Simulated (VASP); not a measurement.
# F (Im-3m) in VASP: single point with PBEsol

Aim: the single point of F with PBEsol.

Program: VASP 6.6.1. These are calculated values, not measurements. Logs are shortened: lines on timing, memory, paths and dates and some standing lists are left out, and cuts for length are marked.

### Step 1. The cell of the first run

It takes space group Im-3m (No. 229, cubic). Conventional cell: a = 2.653 Å, b = 2.653 Å, c = 2.653 Å, α = 90.00°, β = 90.00°, γ = 90.00°. Within 3.0 Å of F (site symmetry m-3m) lie 14 F at 2.30 to 2.65 Å.

### Step 2. Single point, PBEsol

Input file INCAR:

```
PREC = Accurate ; ENCUT = 520
EDIFF = 1E-7 ; ISMEAR = -1
SIGMA = 0.13605693000000002 ; LREAL = F
LASPH = T ; NELM = 100
ALGO = Normal ; ISIF = 2
LWAVE = F ; LCHARG = F
GGA = PS ; NBANDS = 10
```

Input file KPOINTS:

```
Automatic mesh
0
Gamma
  17 17 17
```

Input file POSCAR:

```
F
1.0
   -1.3265260689      1.3265260689      1.3265260689
    1.3265260689     -1.3265260689      1.3265260689
    1.3265260689      1.3265260689     -1.3265260689
F
1
Direct
    0.0000000000      0.0000000000      0.0000000000
```

Potentials or basis: VASP PAW PBE potentials, release 64 (F).

Run with:

```
cat potpaw_PBE.64/F/POTCAR > POTCAR
mpirun -np 1 vasp_std > vasp.out
```

OUTCAR:

```text
PREC = Accurate
   ENCUT = 520
   EDIFF = 1E-7
   ISMEAR = -1
   LREAL = F
   LASPH = T
   NELM = 100
   ISIF = 2
   GGA = PS

 ion  position               nearest neighbor table
   1  0.000  0.000  0.000-

  LATTYP: Found a body centered cubic cell.
 ALAT       =     2.6530521378

  Lattice vectors:

 A1 = (  -1.3265260689,   1.3265260689,   1.3265260689)
 A2 = (   1.3265260689,  -1.3265260689,   1.3265260689)
 A3 = (   1.3265260689,   1.3265260689,  -1.3265260689)

Analysis of symmetry for initial positions (statically):
=====================================================================
 Subroutine PRICEL returns:
 Original cell was already a primitive cell.

 Routine SETGRP: Setting up the symmetry group for a
 body centered cubic supercell.

 Subroutine GETGRP returns: Found 48 space group operations
 (whereof 48 operations were pure point group operations)
 out of a pool of 48 trial point group operations.

The static configuration has the point symmetry O_h .

Analysis of symmetry for dynamics (positions and initial velocities):
=====================================================================
 Subroutine PRICEL returns:
 Original cell was already a primitive cell.

 Routine SETGRP: Setting up the symmetry group for a
 body centered cubic supercell.

 Subroutine GETGRP returns: Found 48 space group operations
 (whereof 48 operations were pure point group operations)
 out of a pool of 48 trial point group operations.

The dynamic configuration has the point symmetry O_h .

 Subroutine INISYM returns: Found 48 space group operations
 (whereof 48 operations are pure point group operations),
 and found     1 'primitive' translations

----------------------------------------------------------------------------------------

                                     Primitive cell

  volume of cell :       9.3370

  direct lattice vectors                    reciprocal lattice vectors
    -1.326526069  1.326526069  1.326526069     0.000000000  0.376924368  0.376924368
     1.326526069 -1.326526069  1.326526069     0.376924368  0.000000000  0.376924368
     1.326526069  1.326526069 -1.326526069     0.376924368  0.376924368  0.000000000

  length of vectors
     2.297610549  2.297610549  2.297610549     0.533051553  0.533051553  0.533051553

  position of ions in fractional coordinates (direct lattice)
     0.000000000  0.000000000  0.000000000

  ion indices of the primitive-cell ions
   primitive index   ion index
                 1           1

----------------------------------------------------------------------------------------

 KPOINTS: Automatic mesh

Automatic generation of k-mesh.
 Grid dimensions read from file:
 generate k-points for:   17   17   17

 Generating k-lattice:

  Cartesian coordinates                     Fractional coordinates (reciprocal lattice)
     0.000000000  0.022172022  0.022172022     0.058823529  0.000000000  0.000000000
     0.022172022  0.000000000  0.022172022     0.000000000  0.058823529  0.000000000
     0.022172022  0.022172022  0.000000000     0.000000000  0.000000000  0.058823529

  Length of vectors
     0.031355974  0.031355974  0.031355974

  Shift w.r.t. Gamma in fractional coordinates (k-lattice)
     0.000000000  0.000000000  0.000000000

 Subroutine IBZKPT returns following result:
 ===========================================

 Found    165 irreducible k-points:

 Following reciprocal coordinates:
            Coordinates               Weight
  0.000000  0.000000  0.000000      1.000000
  0.058824  0.000000  0.000000     12.000000
  0.117647  0.000000  0.000000     12.000000
  0.176471  0.000000  0.000000     12.000000
  0.235294  0.000000  0.000000     12.000000
  0.294118  0.000000  0.000000     12.000000
[... 16 lines left out ...]
  0.411765  0.117647  0.000000     48.000000
  0.176471  0.176471  0.000000     24.000000
 [... further k-points ...]
   k-points           NKPTS =    165   k-points in BZ     NKDIM =    165   number of bands    NBANDS=     10
   number of dos      NEDOS =    301   number of ions     NIONS =      1
   total plane-waves  NPLWV =   5832
   dimension x,y,z NGX =    18 NGY =   18 NGZ =   18
   dimension x,y,z NGXF=    36 NGYF=   36 NGZF=   36
   ions per type =               1
   NGX,Y,Z   is equivalent  to a cutoff of  13.02, 13.02, 13.02 a.u.
   NGXF,Y,Z  is equivalent  to a cutoff of  26.05, 26.05, 26.05 a.u.
 SYSTEM =  unknown system
   PREC   = accura    normal or accurate (medium, high low for compatibility)
   ISTART =      0    job   : 0-new  1-cont  2-samecut
   ICHARG =      2    charge: 1-file 2-atom 10-const
   ISPIN  =      1    spin polarized calculation?
   LNONCOLLINEAR =      F non collinear calculations
   LSORBIT =      F    spin-orbit coupling
   LASPH  =      T    aspherical Exc in radial PAW
   ENCUT  =  520.0 eV  38.22 Ry    6.18 a.u.   4.27  4.27  4.27*2*pi/ulx,y,z
   NELM   =    100;   NELMIN=  2; NELMDL= -5     # of ELM steps
   EDIFF  = 0.1E-06   stopping-criterion for ELM
   LREAL  =      F    real-space projection
   EDIFFG = 0.1E-05   stopping-criterion for IOM
   NSW    =      0    number of steps for IOM
   IBRION =     -1    ionic relax: 0-MD 1-quasi-New 2-CG
   NFREE  =      0    steps in history (QN), initial steepest desc. (CG)
   ISIF   =      2    stress and relaxation
   ISYM   =      2    0-nonsym 1-usesym 2-fastsym
   POTIM  = 0.5000    time-step for ionic-motion
   TEBEG  =    0.0;   TEEND  =   0.0 temperature during run
   PSTRESS=    0.0 pullay stress
   NELECT =       7.0000    total number of electrons
   NUPDOWN=      -1.0000    fix difference up-down
   EMIN   =  10.00;   EMAX   =-10.00  energy-range for DOS
   EFERMI =   0.00;   METHOD = LEGACY
   ISMEAR =    -1;   SIGMA  =   0.14  broadening in eV -4-tet -1-fermi 0-gaus
   EFERMI_NEDOS =   21; number of points for ismear=-14 and -15
   IALGO  =     38    algorithm
   IMIX   =      4    mixing-type and parameters
     AMIX     =   0.40;   BMIX     =  1.00
     AMIX_MAG =   1.60;   BMIX_MAG =  1.00
  volume/ion in A,a.u.               =       9.34        63.01
  Fermi-wavevector in a.u.,A,eV,Ry     =   1.487208  2.810416 30.093199  2.211788
  Thomas-Fermi vector in A             =   2.600398
   LORBIT       =      0    0 simple, 1 ext, 2 COOP (PROOUT), +10 PAW based schemes
   GGA     = PS    functional components
   LHFCALC =     F    Hartree Fock is set to
   AEXX    =    0.0000 exact exchange contribution
   IVDW    =     0    specifies the selected vdW correction
   LEPSILON=     F    determine dielectric tensor
   LRPA    =     F    only Hartree local field effects (RPA)
 non-spin polarized calculation
  energy-cutoff  :      520.00
  volume of cell :        9.34
 maximum number of plane-waves:       261
 NGX is ok and might be reduce to    18
   NGX =  9   NGY =  9   NGZ =  9

 number of electron       6.9999987 magnetization

 Free energy of the ion-electron system (eV)
  ---------------------------------------------------
  ext. energy  EPLUGINS =         0.00000000
  ---------------------------------------------------
  free energy    TOTEN  =        -1.03967389 eV

  energy without entropy =       -0.91091554  energy(sigma->0) =       -0.97529471

 E-fermi :  -2.7095     XC(G=0): -11.0653

 val. band max:       -2.7095309235   @ k =  -0.2941   0.2941   0.1176
 cond. band min:      -2.7088764112   @ k =  -0.2941  -0.4706   0.0588
 fundamental gap:      0.0006545123
 Fermi energy:        -2.7094590953

 k-point     1 :       0.0000    0.0000    0.0000
  band No.  band energies     occupation
      1     -24.8970      2.00000
      2      -2.1967      0.04513
      3      -2.1967      0.04513
      4      -2.1967      0.04513
      5      11.4205      0.00000
      6      34.4797      0.00000
      7      34.4797      0.00000
      8      34.4797      0.00000
      9      37.6499      0.00000
     10      37.6499      0.00000

 k-point     2 :       0.0588    0.0000    0.0000
  band No.  band energies     occupation
      1     -24.8377      2.00000
      2      -2.3912      0.17591
      3      -2.2388      0.06098
      4      -2.2019      0.04682
      5      11.6384      0.00000
      6      33.3291      0.00000
      7      33.6216      0.00000
      8      34.6911      0.00000
      9      36.4434      0.00000
     10      36.8395      0.00000

 k-point     3 :       0.1176    0.0000    0.0000
  band No.  band energies     occupation
      1     -24.6653      2.00000
      2      -2.9291      1.66793
      3      -2.3581      0.14056
      4      -2.2166      0.05204
      5      12.2425      0.00000
      6      30.5929      0.00000
      7      32.0309      0.00000
      8      35.3059      0.00000
      9      35.7595      0.00000
     10      36.4815      0.00000

 k-point     4 :       0.1765    0.0000    0.0000
  band No.  band energies     occupation
      1     -24.3960      2.00000
      2      -3.7019      1.99864
      3      -2.5355      0.43569
      4      -2.2397      0.06137
      5      13.1178      0.00000
      6      27.8644      0.00000
      7      30.4561      0.00000
      8      34.9350      0.00000
      9      36.2737      0.00000
     10      37.0791      0.00000
[... 222 lines left out ...]
 k-point    22 :       0.3529    0.1176    0.0000
  band No.  band energies     occupation
      1     -22.9411      2.00000
      2      -6.6735      2.00000
      3      -3.5683      1.99638
      4      -2.5415      0.45084
      5      17.3489      0.00000
      6      21.0000      0.00000
      7      25.4536      0.00000
      8      34.9910      0.00000
      9      40.2215      0.00000
     10      42.2576      0.00000

 k-point    23 :       0.4118    0.1176    0.0000
  band No.  band energies     occupation
      1     -22.7889      2.00000
      2      -6.9411      2.00000
      3      -3.6692      1.99827
      4      -2.5571      0.49206
      5      17.8415      0.00000
      6      20.4229      0.00000
      7      25.2194      0.00000
      8      35.0219      0.00000
      9      40.4350      0.00000
     10      42.8960      0.00000

 k-point    24 :       0.1765    0.1765    0.0000
  band No.  band energies     occupation
      1     -23.5913      2.00000
      2      -5.3704      2.00000
      3      -3.1558      1.92749
      4      -2.5205      0.39931
      5      15.5386      0.00000
      6      23.8075      0.00000
      7      26.2566      0.00000
      8      35.2457      0.00000
      9      38.4819      0.00000
     10      40.9784      0.00000

 [... further k-points ...]
[... 5 lines left out ...]
  --------------------------------------------------------------------------------------
  -------------------------------------------------------------------------------------
  Total       -0.0588850     -0.0588850     -0.0588850     -0.0000000     -0.0000000      0.0000000
  in kB      -10.1043454    -10.1043454    -10.1043454     -0.0000000     -0.0000000      0.0000000
  external PRESSURE =     -10.1043454 kB  Pullay stress =       0.0000000 kB

 VOLUME and BASIS-vectors are now :
 -----------------------------------------------------------------------------
  energy-cutoff  :      520.00
  volume of cell :        9.34
      direct lattice vectors                 reciprocal lattice vectors
    -1.326526069  1.326526069  1.326526069     0.000000000  0.376924368  0.376924368
     1.326526069 -1.326526069  1.326526069     0.376924368  0.000000000  0.376924368
     1.326526069  1.326526069 -1.326526069     0.376924368  0.376924368  0.000000000

 POSITION                                       TOTAL-FORCE (eV/Angst)
 -----------------------------------------------------------------------------------
      0.00000      0.00000      0.00000         0.000000     -0.000000      0.000000
 -----------------------------------------------------------------------------------
    total drift:                                0.000000     -0.000000      0.000000

  FREE ENERGIE OF THE ION-ELECTRON SYSTEM (eV)
  ---------------------------------------------------
  free  energy   TOTEN  =        -1.0396738931 eV

  energy  without entropy=       -0.9109155354  energy(sigma->0) =       -0.97529471
```

Wall time 4.3 s (1 thread of Intel Xeon 6975P-C (Granite Rapids), shared host); peak memory 0.12 GiB.

Results:

```yaml
Free_energy: -1.0397 eV
Pressure: -1.0 GPa
```

Caveat: the PAW data sets were made with another functional, which shifts forces and pressure a little; an odd number of electrons without spin polarisation forces a metal; a magnetic or distorted state may lie lower.
